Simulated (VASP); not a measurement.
# HPb32Se32 (a cell with a defect) in VASP: single point with r2SCAN

Aim: the single point of HPb32Se32 (a cell with a defect) with r2SCAN.

Program: VASP 6.6.1. These are calculated values, not measurements. Logs are shortened: lines on timing, memory, paths and dates and some standing lists are left out, and cuts for length are marked.

### Step 1. The cell of the first run

The cell holds a defect, 65 atoms: a = 12.200 Å, b = 12.200 Å, c = 12.200 Å, α = 90.00°, β = 90.00°, γ = 90.00°.

### Step 2. Single point, r2SCAN

The input, POSCAR:

```
HPb32Se32
1.0
   12.2000000000      0.0000000000      0.0000000000
    0.0000000000     12.2000000000      0.0000000000
    0.0000000000      0.0000000000     12.2000000000
Se Pb H
32 32 1
Direct
    0.2476180000      0.9945670000      0.9983510000
    0.2502530000      0.9919230000      0.4983290000
    0.2454550000      0.4947730000      0.9981490000
    0.2384780000      0.4931680000      0.4982170000
    0.7473550000      0.9967030000      0.9984770000
    0.7489470000      0.0040710000      0.4983310000
    0.7450920000      0.4970140000      0.9983550000
    0.7356440000      0.5068200000      0.4983020000
    0.9963710000      0.2458870000      0.9983150000
    0.9955100000      0.2468740000      0.4983140000
    0.9974570000      0.7457600000      0.9983350000
    0.0041980000      0.7457950000      0.4982650000
    0.4964510000      0.2446460000      0.9983110000
    0.4964690000      0.2379020000      0.4983850000
    0.4975700000      0.7444990000      0.9985490000
    0.5021380000      0.7398050000      0.4986430000
    0.9975580000      0.9955510000      0.2488420000
    0.9983880000      0.9963520000      0.7479740000
    0.9940200000      0.4959270000      0.2483660000
    0.9948210000      0.4967420000      0.7474920000
    0.4977320000      0.9931000000      0.2490890000
    0.4987260000      0.9942310000      0.7476200000
    0.4937540000      0.4934380000      0.2487380000
    0.4947490000      0.4946390000      0.7462400000
    0.2458870000      0.2437260000      0.2485750000
    0.2467850000      0.2446430000      0.7477440000
    0.2480410000      0.7433580000      0.2491700000
    0.2489610000      0.7443880000      0.7477620000
    0.7454290000      0.2475110000      0.2492500000
    0.7463430000      0.2483770000      0.7482850000
    0.7476320000      0.7474910000      0.2502800000
    0.7485840000      0.7484800000      0.7477330000
    0.9977780000      0.9966670000      0.9981880000
    0.0018630000      0.9998780000      0.4982750000
    0.9941050000      0.4953020000      0.9971180000
    0.9879090000      0.4945520000      0.4972120000
    0.4973760000      0.9954730000      0.9982610000
    0.5020160000      0.9995110000      0.4985450000
    0.4944850000      0.4935500000      0.9964110000
    0.2453270000      0.2442750000      0.9975710000
    0.2421270000      0.2401870000      0.4975220000
    0.2464840000      0.7447130000      0.9975410000
    0.2426670000      0.7401110000      0.4974370000
    0.7467930000      0.2479300000      0.9985540000
    0.7475810000      0.2541990000      0.4987340000
    0.7484150000      0.7476180000      0.9989250000
    0.7682530000      0.7625050000      0.4992270000
    0.2472920000      0.9936760000      0.2471980000
    0.2481970000      0.9949460000      0.7486340000
    0.2427370000      0.4931900000      0.2455390000
    0.2437930000      0.4944040000      0.7490950000
    0.7478050000      0.9982370000      0.2465470000
    0.7487850000      0.9992910000      0.7502080000
    0.7434810000      0.4978370000      0.2476910000
    0.7442010000      0.4987150000      0.7480640000
    0.9950910000      0.2456100000      0.2464180000
    0.9963780000      0.2469500000      0.7495120000
    0.9975200000      0.7458400000      0.2445110000
    0.9986980000      0.7469840000      0.7513520000
    0.4952040000      0.2429960000      0.2444780000
    0.4962780000      0.2447680000      0.7513660000
    0.4974770000      0.7435870000      0.2425040000
    0.4980020000      0.7450550000      0.7538190000
    0.4798190000      0.4738480000      0.4960630000
    0.5915450000      0.6507220000      0.4999260000
```

The input, INCAR.step1:

```
PREC = Accurate
ENCUT = 440
ISMEAR = -1
SIGMA = 0.05
LREAL = Auto
LASPH = T
NELM = 120
NELECT = 640.0
ISYM = -1
NBANDS = 358
GGA = PE
ALGO = Normal
EDIFF = 1E-5
LWAVE = T
LCHARG = F
GGA_COMPAT = F
KPAR = 1
```

The input, INCAR.step2:

```
PREC = Accurate
ENCUT = 440
EDIFF = 1E-6
ISMEAR = -1
SIGMA = 0.05
LREAL = Auto
LASPH = T
NELM = 120
ALGO = Normal
ISIF = 2
LWAVE = F
LCHARG = F
METAGGA = R2SCAN
LMIXTAU = T
NELECT = 640.0
ISYM = -1
NBANDS = 358
ISTART = 1
GGA_COMPAT = F
KPAR = 1
```

The input, KPOINTS:

```
explicit points
1
Reciprocal
  0.25000000   0.25000000   0.25000000 1
```

Potentials or basis: VASP PAW PBE potentials, release 64 (Se, Pb_d, H).

Launch:

```console
$ cat potpaw_PBE.64/Se/POTCAR potpaw_PBE.64/Pb_d/POTCAR potpaw_PBE.64/H/POTCAR > POTCAR
$ cp INCAR.step1 INCAR
$ mpirun -np 4 vasp_std > vasp.out
$ cp INCAR.step2 INCAR
$ mpirun -np 4 vasp_std > vasp.out
```

OUTCAR:

```text
PREC = Accurate
   ENCUT = 440
   EDIFF = 1E-6
   ISMEAR = -1
   LREAL = Auto
   LASPH = T
   NELM = 120
   ISIF = 2
   METAGGA = R2SCAN
   NELECT = 640.0
   ISYM = -1
   ISTART = 1

 ion  position               nearest neighbor table
   1  0.248  0.995  0.998-  48 3.04  49 3.05  40 3.05  37 3.05  33 3.05  42 3.05
   2  0.250  0.992  0.498-  41 3.03  34 3.03  49 3.05  48 3.06  38 3.07  43 3.07
   3  0.245  0.495  0.998-  50 3.02  39 3.04  51 3.04  42 3.05  40 3.06  35 3.07
   4  0.238  0.493  0.498-  64 2.95  43 3.01  36 3.06  51 3.06  50 3.08  41 3.09
   5  0.747  0.997  0.998-  52 3.03  53 3.03  46 3.04  37 3.05  33 3.06  44 3.06
   6  0.749  0.004  0.498-  47 2.96  38 3.01  45 3.05  52 3.07  53 3.07  34 3.09
   7  0.745  0.497  0.998-  35 3.04  44 3.04  54 3.04  55 3.05  46 3.06  39 3.06
   8  0.736  0.507  0.498-  55 3.05  54 3.06  36 3.08  45 3.09  47 3.14  64 3.15
   9  0.996  0.246  0.998-  56 3.03  57 3.04  40 3.04  33 3.04  35 3.04  44 3.04
  10  0.996  0.247  0.498-  41 3.01  34 3.01  36 3.02  45 3.03  57 3.06  56 3.07
  11  0.997  0.746  0.998-  58 3.00  59 3.01  42 3.04  46 3.04  35 3.06  33 3.06
  12  0.004  0.746  0.498-  47 2.89  43 2.91  36 3.07  59 3.09  58 3.10  34 3.10
  13  0.496  0.245  0.998-  60 3.00  61 3.01  39 3.04  37 3.04  44 3.05  40 3.06
  14  0.496  0.238  0.498-  64 2.89  38 2.91  45 3.07  61 3.09  60 3.10  41 3.10
  15  0.498  0.744  0.999-  62 2.98  63 2.99  46 3.06  37 3.06  39 3.06  42 3.06
  16  0.502  0.740  0.499-  65 1.54  63 3.11  62 3.13  43 3.17  38 3.17  64 3.26  47 3.26
  17  0.998  0.996  0.249-  34 3.04  48 3.05  58 3.05  52 3.05  56 3.05  33 3.06
  18  0.998  0.996  0.748-  59 3.04  53 3.05  34 3.05  49 3.05  33 3.05  57 3.06
  19  0.994  0.496  0.248-  50 3.03  36 3.04  58 3.05  56 3.05  54 3.06  35 3.07
  20  0.995  0.497  0.747-  51 3.04  35 3.05  57 3.05  59 3.05  36 3.05  55 3.06
  21  0.498  0.993  0.249-  38 3.04  62 3.05  60 3.05  52 3.05  48 3.06  37 3.06
  22  0.499  0.994  0.748-  38 3.04  63 3.04  53 3.05  49 3.06  61 3.06  37 3.06
[... 9 lines left out ...]
  32  0.749  0.748  0.748-  47 3.05  55 3.05  59 3.05  63 3.06  53 3.06  46 3.06
  33  0.998  0.997  0.998-   9 3.04   1 3.05  18 3.05   5 3.06  17 3.06  11 3.06
  34  0.002  1.000  0.498-  10 3.01   2 3.03  17 3.04  18 3.05   6 3.09  12 3.10  47 4.06
  35  0.994  0.495  0.997-   7 3.04   9 3.04  20 3.05  11 3.06  19 3.07   3 3.07
  36  0.988  0.495  0.497-  10 3.02  19 3.04  20 3.05   4 3.06  12 3.07   8 3.08
  37  0.497  0.995  0.998-  13 3.04   1 3.05   5 3.05  22 3.06  21 3.06  15 3.06
  38  0.502  1.000  0.499-  14 2.91   6 3.01  22 3.04  21 3.04   2 3.07  16 3.17
  39  0.494  0.494  0.996-  13 3.04   3 3.04  24 3.05   7 3.06  15 3.06  23 3.08
  40  0.245  0.244  0.998-   9 3.04   1 3.05  26 3.05   3 3.06  25 3.06  13 3.06
  41  0.242  0.240  0.498-  10 3.01   2 3.03  25 3.04  26 3.05   4 3.09  14 3.10  64 4.07
  42  0.246  0.745  0.998-  11 3.04  28 3.05   1 3.05   3 3.05  15 3.06  27 3.07
  43  0.243  0.740  0.497-  12 2.91   4 3.01  27 3.03  28 3.06   2 3.07  16 3.17
  44  0.747  0.248  0.999-   7 3.04   9 3.04  30 3.05  13 3.05  29 3.06   5 3.06
  45  0.748  0.254  0.499-  10 3.03  29 3.04  30 3.05   6 3.05  14 3.07   8 3.09
  46  0.748  0.748  0.999-  11 3.04   5 3.04   7 3.06  15 3.06  32 3.06  31 3.07
  47  0.768  0.763  0.499-  12 2.89   6 2.96  32 3.05  31 3.05   8 3.14  16 3.26  34 4.06
  48  0.247  0.994  0.247-   1 3.04  17 3.05  25 3.05  27 3.05  21 3.06   2 3.06
  49  0.248  0.995  0.749-  26 3.05   1 3.05  18 3.05   2 3.05  22 3.06  28 3.06
  50  0.243  0.493  0.246-   3 3.02  19 3.03  25 3.04  27 3.05  23 3.06   4 3.08
  51  0.244  0.494  0.749-  20 3.04   3 3.04  26 3.05  28 3.05   4 3.06  24 3.06
  52  0.748  0.998  0.247-   5 3.03  29 3.04  17 3.05  21 3.05  31 3.06   6 3.07
  53  0.749  0.999  0.750-   5 3.03  30 3.04  18 3.05  22 3.05  32 3.06   6 3.07
[... 8 lines left out ...]
  62  0.497  0.744  0.243-  15 2.98  27 3.04  21 3.05  23 3.05  31 3.05  16 3.13
  63  0.498  0.745  0.754-  15 2.99  28 3.04  22 3.04  24 3.06  32 3.06  16 3.11
  64  0.480  0.474  0.496-  14 2.89   4 2.95  23 3.03  24 3.07   8 3.15  16 3.26  41 4.07
  65  0.592  0.651  0.500-  16 1.54

IMPORTANT INFORMATION: All symmetrisations will be switched off!
NOSYMM: (Re-)initialisation of all symmetry stuff for point group C_1.

----------------------------------------------------------------------------------------

                                     Primitive cell

  volume of cell :    1815.8480

  direct lattice vectors                    reciprocal lattice vectors
    12.200000000  0.000000000  0.000000000     0.081967213  0.000000000  0.000000000
     0.000000000 12.200000000  0.000000000     0.000000000  0.081967213  0.000000000
     0.000000000  0.000000000 12.200000000     0.000000000  0.000000000  0.081967213

  length of vectors
    12.200000000 12.200000000 12.200000000     0.081967213  0.081967213  0.081967213

  position of ions in fractional coordinates (direct lattice)
     0.247618000  0.994567000  0.998351000
     0.250253000  0.991923000  0.498329000
     0.245455000  0.494773000  0.998149000
     0.238478000  0.493168000  0.498217000
     0.747355000  0.996703000  0.998477000
     0.748947000  0.004071000  0.498331000
[... 57 lines left out ...]
     0.479819000  0.473848000  0.496063000
     0.591545000  0.650722000  0.499926000

  ion indices of the primitive-cell ions
   primitive index   ion index
                 1           1
                 2           2
                 3           3
                 4           4
                 5           5
                 6           6
[... 57 lines left out ...]
                64          64
                65          65

----------------------------------------------------------------------------------------

 KPOINTS: explicit points

Read explicit list of k-points.

 Found      1 k-points:

 Following reciprocal coordinates:
            Coordinates               Weight
  0.250000  0.250000  0.250000      1.000000
   k-points           NKPTS =      1   k-points in BZ     NKDIM =      1   number of bands    NBANDS=    360
   number of dos      NEDOS =    301   number of ions     NIONS =     65
   total plane-waves  NPLWV = 592704
   dimension x,y,z NGX =    84 NGY =   84 NGZ =   84
   dimension x,y,z NGXF=   168 NGYF=  168 NGZF=  168
   ions per type =              32  32   1
   NGX,Y,Z   is equivalent  to a cutoff of  11.45, 11.45, 11.45 a.u.
   NGXF,Y,Z  is equivalent  to a cutoff of  22.89, 22.89, 22.89 a.u.
 SYSTEM =  unknown system
   PREC   = accura    normal or accurate (medium, high low for compatibility)
   ISTART =      1    job   : 0-new  1-cont  2-samecut
   ICHARG =      0    charge: 1-file 2-atom 10-const
   ISPIN  =      1    spin polarized calculation?
   LNONCOLLINEAR =      F non collinear calculations
   LSORBIT =      F    spin-orbit coupling
   LASPH  =      T    aspherical Exc in radial PAW
   ENCUT  =  440.0 eV  32.34 Ry    5.69 a.u.  20.87 20.87 20.87*2*pi/ulx,y,z
   NELM   =    120;   NELMIN=  2; NELMDL=  0     # of ELM steps
   EDIFF  = 0.1E-05   stopping-criterion for ELM
   LREAL  =      T    real-space projection
   EDIFFG = 0.1E-04   stopping-criterion for IOM
   NSW    =      0    number of steps for IOM
   IBRION =     -1    ionic relax: 0-MD 1-quasi-New 2-CG
   NFREE  =      0    steps in history (QN), initial steepest desc. (CG)
   ISIF   =      2    stress and relaxation
   ISYM   =     -1    0-nonsym 1-usesym 2-fastsym
   POTIM  = 0.5000    time-step for ionic-motion
   TEBEG  =    0.0;   TEEND  =   0.0 temperature during run
   PSTRESS=    0.0 pullay stress
   NELECT =     640.0000    total number of electrons
   NUPDOWN=      -1.0000    fix difference up-down
   EMIN   =  10.00;   EMAX   =-10.00  energy-range for DOS
   EFERMI =   0.00;   METHOD = LEGACY
   ISMEAR =    -1;   SIGMA  =   0.05  broadening in eV -4-tet -1-fermi 0-gaus
   EFERMI_NEDOS =   21; number of points for ismear=-14 and -15
   IALGO  =     38    algorithm
   IMIX   =      4    mixing-type and parameters
     AMIX     =   0.40;   BMIX     =  1.00
     AMIX_MAG =   1.60;   BMIX_MAG =  1.00
  volume/ion in A,a.u.               =      27.94       188.52
  Fermi-wavevector in a.u.,A,eV,Ry     =   1.156401  2.185280 18.194560  1.337262
  Thomas-Fermi vector in A             =   2.293021
   LORBIT       =      0    0 simple, 1 ext, 2 COOP (PROOUT), +10 PAW based schemes
   METAGGA = R2SCAN    functional components
   LHFCALC =     F    Hartree Fock is set to
   AEXX    =    0.0000 exact exchange contribution
   IVDW    =     0    specifies the selected vdW correction
   LEPSILON=     F    determine dielectric tensor
   LRPA    =     F    only Hartree local field effects (RPA)
 non-spin polarized calculation
  energy-cutoff  :      440.00
  volume of cell :     1815.85
 maximum number of plane-waves:     38007
 NGX is ok and might be reduce to    84
   NGX = 41   NGY = 41   NGZ = 41

 number of electron     640.0000015 magnetization

 Free energy of the ion-electron system (eV)
  ---------------------------------------------------
  ext. energy  EPLUGINS =         0.00000000
  ---------------------------------------------------
  free energy    TOTEN  =     -2309.60687556 eV

  energy without entropy =    -2309.60687490  energy(sigma->0) =    -2309.60687523

 E-fermi :   5.4206     XC(G=0): -10.1184

 val. band max:        4.6017079587   @ k =   0.2500   0.2500   0.2500
 cond. band min:       6.1949939532   @ k =   0.2500   0.2500   0.2500
 fundamental gap:      1.5932859945
 Fermi energy:         5.4205800356

 k-point     1 :       0.2500    0.2500    0.2500
  band No.  band energies     occupation
      1     -12.6733      2.00000
      2     -12.6469      2.00000
      3     -12.6236      2.00000
      4     -12.6063      2.00000
      5     -12.6001      2.00000
      6     -12.5864      2.00000
[... 324 lines left out ...]
    331       7.0398      0.00000
    332       7.0495      0.00000
 [bands above 332 left out]

------------------------ aborting loop because EDIFF is reached ----------------------------------------

  FORCE on cell =-STRESS in cart. coord.  units (eV):
  Direction    XX          YY          ZZ          XY          YZ          ZX
  --------------------------------------------------------------------------------------
  -------------------------------------------------------------------------------------
  Total       16.1814466     16.1773266     15.5072939      1.8634356     -0.1954590     -0.2258677
  in kB       14.2773772     14.2737421     13.6825521      1.6441653     -0.1724594     -0.1992899
  external PRESSURE =      14.0778904 kB  Pullay stress =       0.0000000 kB

 VOLUME and BASIS-vectors are now :
 -----------------------------------------------------------------------------
  energy-cutoff  :      440.00
  volume of cell :     1815.85
      direct lattice vectors                 reciprocal lattice vectors
    12.200000000  0.000000000  0.000000000     0.081967213  0.000000000  0.000000000
     0.000000000 12.200000000  0.000000000     0.000000000  0.081967213  0.000000000
     0.000000000  0.000000000 12.200000000     0.000000000  0.000000000  0.081967213

 POSITION                                       TOTAL-FORCE (eV/Angst)
 -----------------------------------------------------------------------------------
      3.02094     12.13372     12.17988         0.000491     -0.001091     -0.005218
      3.05309     12.10146      6.07961        -0.014890      0.014546     -0.002453
      2.99455      6.03623     12.17742        -0.003315      0.004260     -0.006683
      2.90943      6.01665      6.07825        -0.011658      0.003030     -0.001288
      9.11773     12.15978     12.18142        -0.000075      0.004927     -0.006300
      9.13715      0.04967      6.07964         0.003002      0.004070     -0.002002
[... 57 lines left out ...]
      5.85379      5.78095      6.05197         0.014074     -0.018914      0.000856
      7.21685      7.93881      6.09910        -0.287902      0.284030     -0.006551
 -----------------------------------------------------------------------------------
    total drift:                               -0.000604      0.010622     -0.000008

  FREE ENERGIE OF THE ION-ELECTRON SYSTEM (eV)
  ---------------------------------------------------
  free  energy   TOTEN  =     -2309.6068755552 eV

  energy  without entropy=    -2309.6068749012  energy(sigma->0) =    -2309.60687523
```

Run time: 16 min. Hardware: 4 MPI ranks of AMD EPYC 7R43 (Zen 3), shared host; peak memory 0.56 GiB.

What came out:

| Item | Value |
| --- | --- |
| Free energy | -2309.6069 eV |
| Largest force | 0.404 eV/Å |

Forces on the atoms (eV/Å):
```
Se   0.000 -0.001 -0.005
Se  -0.015  0.015 -0.002
Se  -0.003  0.004 -0.007
Se  -0.012  0.003 -0.001
Se   0.000  0.005 -0.006
Se   0.003  0.004 -0.002
Se  -0.003  0.008 -0.006
Se   0.024 -0.024  0.002
Se  -0.001 -0.001 -0.003
Se   0.005 -0.012 -0.002
Se   0.002  0.008 -0.007
Se   0.018  0.013 -0.003
Se  -0.004 -0.002 -0.005
Se  -0.009 -0.014 -0.001
Se  -0.003  0.007 -0.009
Se   0.272 -0.261  0.003
Se   0.001  0.002 -0.006
Se   0.000  0.003 -0.001
Se  -0.003  0.003 -0.005
Se  -0.004  0.006 -0.001
Se  -0.003  0.002 -0.007
Se  -0.008  0.001  0.002
Se  -0.002  0.000 -0.005
Se  -0.006  0.002  0.003
Se  -0.002 -0.001 -0.003
Se  -0.005  0.000  0.001
Se   0.003  0.010 -0.006
Se  -0.003  0.012 -0.003
Se  -0.001  0.001 -0.008
Se  -0.001 -0.004  0.002
Se   0.005  0.010 -0.008
Se  -0.001  0.008  0.002
Pb  -0.002  0.003  0.006
Pb   0.003  0.013  0.001
Pb   0.000 -0.005  0.007
Pb   0.004 -0.001  0.001
Pb   0.002  0.004  0.005
Pb   0.005  0.020 -0.003
Pb   0.008 -0.005  0.009
Pb   0.001  0.003  0.002
Pb  -0.010 -0.004  0.002
Pb  -0.002 -0.006  0.009
Pb  -0.029 -0.013  0.002
Pb   0.004  0.001  0.005
Pb   0.000 -0.002 -0.004
Pb   0.003 -0.013  0.004
Pb   0.017 -0.019  0.002
Pb  -0.002 -0.001  0.002
Pb   0.001  0.000  0.003
Pb   0.002 -0.002  0.003
Pb   0.004 -0.007  0.003
Pb   0.000 -0.001  0.007
Pb  -0.001  0.001  0.002
Pb  -0.001 -0.005  0.013
Pb   0.001 -0.002 -0.007
Pb   0.000  0.005  0.004
Pb   0.000  0.002  0.000
Pb  -0.003 -0.011  0.002
Pb   0.002 -0.012  0.009
Pb   0.012  0.000 -0.001
Pb   0.005  0.002  0.005
Pb  -0.002 -0.004 -0.007
Pb   0.007 -0.012  0.019
Pb   0.014 -0.019  0.001
H   -0.288  0.284 -0.007
```

Levels at points of the mesh, in eV from the Fermi level:
| k point | band 318 | band 319 | band 320 | band 321 | band 322 | band 323 |
| --- | --- | --- | --- | --- | --- | --- |
| (0.25, 0.25, 0.25) | -0.86 | -0.84 | -0.82 | 0.77 | 1.00 | 1.11 |

Caveat: the cell carries a net charge on a neutralising background, which shifts energy and pressure; the cell is charged against a uniform background, so pressure and absolute levels hang on convention; the PAW data sets were made with another functional, which shifts forces and pressure a little; spin-orbit coupling is left out, which moves the levels of the heavy elements.
